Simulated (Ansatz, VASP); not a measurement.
**Ti2Co in VASP and in Ansatz**

```
Ti Co
1.0
     0.00000    3.43320    3.43320
     3.43320    0.00000    3.43320
     3.43320    3.43320    0.00000
Ti Co
4 2
Cartesian
  0.8583 0.8583 0.8583
  0.8583 2.5749 2.5749
  2.5749 2.5749 0.8583
  2.5749 0.8583 2.5749
  3.4332 3.4332 3.4332
  5.1498 5.1498 5.1498
```

Alike in both runs: functional LDA; k mesh 10 × 10 × 10; occupations gaussian, width 0.1 eV; collinear spin.

Ansatz relaxed the structure, and its values are those at the end. VASP's run is a single point on that final structure, the one shown.

```csv
,VASP,Ansatz
version,VASP 6.6.1,Ansatz 0.2.0
potentials or method,"VASP PAW LDA potentials, release 64 (Ti_sv, Co), cutoff 520 eV","scalar-relativistic, plane waves, PAW"
valence electrons in the cell,66,82
```

```tsv
	VASP	Ansatz	Ansatz less VASP
gap on the k mesh at the Fermi level (eV)	none	none	-
pressure (GPa)	-0.2	0.0	+0.18
net moment per atom (μB)	0.17	0.21	+0.033
size of the moment on the site where the two differ most (μB)	0.46	0.60	+0.133
```

LDA's correlation is that of Perdew and Zunger in VASP and of Perdew and Wang (1992) in Ansatz. Site moments also hang on the region over which each program counts them. A gap of «none» marks a metal or a gap that the smearing closes. VASP's potentials hold 66 valence electrons a cell and Ansatz's 82, so a difference there can come from the potentials and not from the codes.
